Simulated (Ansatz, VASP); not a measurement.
One calculation of AlCo, two programs

File INCAR:

```
ALGO = Normal
DIPOL = 0.5 0.5 0.500
EDIFF = 1E-6
ENCUT = 520
GGA = PE
IDIPOL = 3
ISIF = 2
ISMEAR = -1
LASPH = T
LCHARG = F
LDIPOL = T
LREAL = F
LWAVE = F
NBANDS = 34
NELM = 80
PREC = Accurate
SIGMA = 0.1
```

KPOINTS

```
k-points
0
Gamma
  13 9 1
```

File POSCAR:

```
AlCo
1.0
    2.8528193276      0.0000000000      0.0000000000
    0.0000000000      4.0344957842      0.0000000000
    0.0000000000      0.0000000000     22.0517000000
Co Al
4 4
Direct
    0.7500000000      0.0000000000      0.3627828313
    0.7500000000      0.5000000000      0.4542609434
    0.7500000000      0.0000000000      0.5457390560
    0.7500000000      0.5000000000      0.6372171687
    0.2500000000      0.5000000000      0.3627828313
    0.2500000000      0.0000000000      0.4542609434
    0.2500000000      0.5000000000      0.5457390560
    0.2500000000      0.0000000000      0.6372171687
```

Input for Ansatz:

```yaml
crystal:
  lattice:
    - [2.8528193276, 0.0, 0.0]
    - [0.0, 4.0344957842, 0.0]
    - [0.0, 0.0, 22.0517]
  atoms:
    - { symbol: Co, position: [0.75, 0.0, 0.3627828313] }
    - { symbol: Al, position: [0.25, 0.5, 0.3627828313] }
    - { symbol: Co, position: [0.75, 0.5, 0.4542609434] }
    - { symbol: Al, position: [0.25, 0.0, 0.4542609434] }
    - { symbol: Co, position: [0.75, 0.0, 0.545739056] }
    - { symbol: Al, position: [0.25, 0.5, 0.545739056] }
    - { symbol: Co, position: [0.75, 0.5, 0.6372171687] }
    - { symbol: Al, position: [0.25, 0.0, 0.6372171687] }
kpoints:
  mp_grid: { grid: [13, 9, 1] }
scf:
  occupations: { method: fermi_dirac, width: 0.1 }
hamiltonian:
  xc: pbe
  pseudopotentials: { kind: paw }
output:
  forces: true
  stress: true
  eigenvalues: true
  populations: true
efield:
  axis: 3
  amplitude: 0
  dipole_correction: true
```

Alike in both runs: task single point; functional PBE; k mesh 13 × 9 × 1; occupations fermi-dirac, width 0.1 eV; no spin polarisation.

```csv
,VASP,Ansatz
version,VASP 6.6.1,Ansatz 0.2.0
potentials or method,"VASP PAW PBE potentials, release 64 (Co, Al)","PAW with Ansatz's default frozen-core files, scalar-relativistic"
plane-wave cutoff (eV),520,420
valence electrons in the cell,48,80
```

|  | VASP | Ansatz | Ansatz less VASP |
| --- | --- | --- | --- |
| rms of the force components (eV/Å) | 0.269 | 0.276 | +0.0069 |

VASP's potentials hold 48 valence electrons a cell and Ansatz's 80, so a difference there can come from the potentials and not from the codes.
